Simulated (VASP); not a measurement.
Here is a VASP 6.6.1 calculation.

Contents of INCAR:

```
  PREC = Accurate
  ENCUT = 520
  EDIFF = 1E-6
  ISMEAR = 0
  SIGMA = 0.15
  LREAL = False
  LASPH = True
  NELM = 80
  ALGO = Normal
  ISIF = 2
  LWAVE = False
  LCHARG = True
  GGA = PE
  IVDW = 12
  LELF = True
  LVHAR = True
  NBANDS = 8
```

KPOINTS

```
Automatic mesh
0
Gamma
  20 20 20
```

Contents of POSCAR:

```
Sb
1.0
    1.2547042911      3.1367607277      3.1367607277
    3.1367607277      1.2547042911      3.1367607277
    3.1367607277      3.1367607277      1.2547042911
Sb
1
Direct
    0.0000000000      0.0000000000      0.0000000000
```

Potentials or basis: VASP PAW PBE potentials, release 64 (Sb).

The run is started by

```sh
$ cat potpaw_PBE.64/Sb/POTCAR > POTCAR
$ mpirun -np 1 vasp_std > vasp.out
```

Task: Predict the pressure.

Result: 44.6 GPa.

Task: Predict the dispersion energy per atom.

Result: -0.515 eV.

Stress tensor (GPa, compression positive):
```
 44.62 -25.00 -25.00
-25.00  44.62 -25.00
-25.00 -25.00  44.62
```

Caveat: pairwise dispersion overbinds metals, which lowers pressure and volume.
